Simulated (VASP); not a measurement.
# C (Fd-3m) in VASP: notebook, part 2 of 2

VASP 6.6.1. The steps go on from the part before.

### Step 3. Single point, HSE06

This run uses another cell than the first one, of 5.64 Å³/atom.

The input, POSCAR:

```
C
1.0
    0.0000000000      1.7801243542      1.7801243542
    1.7801243542      0.0000000000      1.7801243542
    1.7801243542      1.7801243542      0.0000000000
C
2
Direct
    0.0000000000      0.0000000000      0.0000000000
    0.2500000000      0.2500000000      0.2500000000
```

The input, INCAR.step1:

```
PREC = Accurate
ENCUT = 520
EDIFF = 1E-5
ISMEAR = 0
SIGMA = 0.01
LREAL = F
LASPH = T
NELM = 100
ALGO = Normal
ISIF = 2
LWAVE = T
LCHARG = F
GGA = PE
NBANDS = 11
```

The input, INCAR.step2:

```
PREC = Accurate
ENCUT = 520
EDIFF = 1E-7
ISMEAR = 0
SIGMA = 0.01
LREAL = F
LASPH = T
NELM = 100
ALGO = Normal
ISIF = 2
LWAVE = F
LCHARG = F
GGA = PE
LHFCALC = T
HFSCREEN = 0.2079
PRECFOCK = Normal
ISTART = 1
NBANDS = 11
```

The input, KPOINTS:

```
regular mesh
0
Gamma
  8 8 8
```

Potentials or basis: VASP PAW PBE potentials, release 64 (C).

Started as:

```bash
$ cat potpaw_PBE.64/C/POTCAR > POTCAR
$ cp INCAR.step1 INCAR
$ mpirun -np 1 vasp_std > vasp.out
$ cp INCAR.step2 INCAR
$ mpirun -np 1 vasp_std > vasp.out
```

OUTCAR:

```text
PREC = Accurate
   ENCUT = 520
   EDIFF = 1E-7
   ISMEAR = 0
   LREAL = F
   LASPH = T
   NELM = 100
   ISIF = 2
   GGA = PE
   LHFCALC = T
   HFSCREEN = 0.2079
   PRECFOCK = Normal
   ISTART = 1

 ion  position               nearest neighbor table
   1  0.000  0.000  0.000-   2 1.54   2 1.54   2 1.54   2 1.54
   2  0.250  0.250  0.250-   1 1.54   1 1.54   1 1.54   1 1.54

  LATTYP: Found a face centered cubic cell.
 ALAT       =     3.5602487084

  Lattice vectors:

 A1 = (   0.0000000000,   1.7801243542,   1.7801243542)
 A2 = (   1.7801243542,   0.0000000000,   1.7801243542)
 A3 = (   1.7801243542,   1.7801243542,   0.0000000000)

Analysis of symmetry for initial positions (statically):
=====================================================================
 Subroutine PRICEL returns:
 Original cell was already a primitive cell.

 Routine SETGRP: Setting up the symmetry group for a
 face centered cubic supercell.

 Subroutine GETGRP returns: Found 48 space group operations
 (whereof 24 operations were pure point group operations)
 out of a pool of 48 trial point group operations.

The static configuration has the point symmetry T_d .
 The point group associated with its full space group is O_h .

Analysis of symmetry for dynamics (positions and initial velocities):
=====================================================================
 Subroutine PRICEL returns:
 Original cell was already a primitive cell.

 Routine SETGRP: Setting up the symmetry group for a
 face centered cubic supercell.

 Subroutine GETGRP returns: Found 48 space group operations
 (whereof 24 operations were pure point group operations)
 out of a pool of 48 trial point group operations.

The dynamic configuration has the point symmetry T_d .
 The point group associated with its full space group is O_h .

 Subroutine INISYM returns: Found 48 space group operations
 (whereof 24 operations are pure point group operations),
[... 130 lines left out ...]
   HFSCREENC=   0.2079 screening length for correlation (either q_TF or 0.3 A-1)
   ENCUTFOCK=  -1.0 apply spherical cutoff to Coloumb kernel
   IVDW    =     0    specifies the selected vdW correction
   LEPSILON=     F    determine dielectric tensor
   LRPA    =     F    only Hartree local field effects (RPA)
 non-spin polarized calculation
 Gauss-broadening in eV      SIGMA  =   0.01
  energy-cutoff  :      520.00
  volume of cell :       11.28
 maximum number of plane-waves:       314
  NGX = 16; NGY = 16; NGZ = 16

 number of electron       7.9999999 magnetization

 Free energy of the ion-electron system (eV)
  ---------------------------------------------------
  ext. energy  EPLUGINS =         0.00000000
  ---------------------------------------------------
  free energy    TOTEN  =       -21.05081052 eV

  energy without entropy =      -21.05081052  energy(sigma->0) =      -21.05081052

 E-fermi :   9.2654     XC(G=0): -10.8443

 val. band max:        9.1911764295   @ k =   0.0000   0.0000   0.0000
 cond. band min:      14.4828327314   @ k =   0.3750   0.3750   0.0000
 fundamental gap:      5.2916563019
 Fermi energy:         9.2653858680

 k-point     1 :       0.0000    0.0000    0.0000
  band No.  band energies     occupation
      1     -14.4219      2.00000
      2       9.1912      2.00000
      3       9.1912      2.00000
      4       9.1912      2.00000
      5      16.1781      0.00000
      6      16.1781      0.00000
      7      16.1781      0.00000
      8      24.5831      0.00000
      9      30.1092      0.00000
     10      37.5525      0.00000
     11      37.5525      0.00000
[... 309 lines left out ...]
 k-point    24 :      -0.3750    0.2500    0.1250
  band No.  band energies     occupation
      1      -7.0621      2.00000
      2      -4.3951      2.00000
      3       2.2474      2.00000
      4       4.0637      2.00000
      5      18.9354      0.00000
      6      20.2877      0.00000
      7      24.3326      0.00000
      8      26.2219      0.00000
      9      29.2515      0.00000
     10      35.5676      0.00000
     11      37.6043      0.00000

 [... further k-points ...]

------------------------ aborting loop because EDIFF is reached ----------------------------------------

  FORCE on cell =-STRESS in cart. coord.  units (eV):
  Direction    XX          YY          ZZ          XY          YZ          ZX
  --------------------------------------------------------------------------------------
  -------------------------------------------------------------------------------------
  Total       -0.3416481     -0.3416481     -0.3416481      0.0000000      0.0000000      0.0000000
  in kB      -48.5186307    -48.5186307    -48.5186307      0.0000000      0.0000000      0.0000000
  external PRESSURE =     -48.5186307 kB  Pullay stress =       0.0000000 kB

 VOLUME and BASIS-vectors are now :
 -----------------------------------------------------------------------------
  energy-cutoff  :      520.00
  volume of cell :       11.28
      direct lattice vectors                 reciprocal lattice vectors
     0.000000000  1.780124354  1.780124354    -0.280879254  0.280879254  0.280879254
     1.780124354  0.000000000  1.780124354     0.280879254 -0.280879254  0.280879254
     1.780124354  1.780124354  0.000000000     0.280879254  0.280879254 -0.280879254

 POSITION                                       TOTAL-FORCE (eV/Angst)
 -----------------------------------------------------------------------------------
      0.00000      0.00000      0.00000         0.000000      0.000000      0.000000
      0.89006      0.89006      0.89006        -0.000000     -0.000000     -0.000000
 -----------------------------------------------------------------------------------
    total drift:                                0.000000      0.000000      0.000000

  FREE ENERGIE OF THE ION-ELECTRON SYSTEM (eV)
  ---------------------------------------------------
  free  energy   TOTEN  =       -21.0508105242 eV

  energy  without entropy=      -21.0508105242  energy(sigma->0) =      -21.05081052
```

OUTCAR.step1:

```text
PREC = Accurate
   ENCUT = 520
   EDIFF = 1E-5
   ISMEAR = 0
   LREAL = F
   LASPH = T
[... 558 lines left out ...]
 -----------------------------------------------------------------------------------
      0.00000      0.00000      0.00000        -0.000000     -0.000000     -0.000000
      0.89006      0.89006      0.89006         0.000000      0.000000      0.000000
 -----------------------------------------------------------------------------------
    total drift:                                0.000000      0.000000      0.000000

  FREE ENERGIE OF THE ION-ELECTRON SYSTEM (eV)
  ---------------------------------------------------
  free  energy   TOTEN  =       -18.1829346913 eV

  energy  without entropy=      -18.1829346913  energy(sigma->0) =      -18.18293469
```

Run time: 13 min. Hardware: 1 thread of Intel Xeon Platinum 8259CL at 2.50GHz (Skylake/Cascade Lake), shared host; peak memory 0.22 GiB.

What came out:

```
Free energy            : -21.0508 eV
Pressure               : -4.9 GPa
Band gap on the k mesh : 5.29 eV (least direct gap 6.99 eV)
```

Caveat: the cell stands under tension; the PAW data sets were made with another functional, which shifts forces and pressure a little.
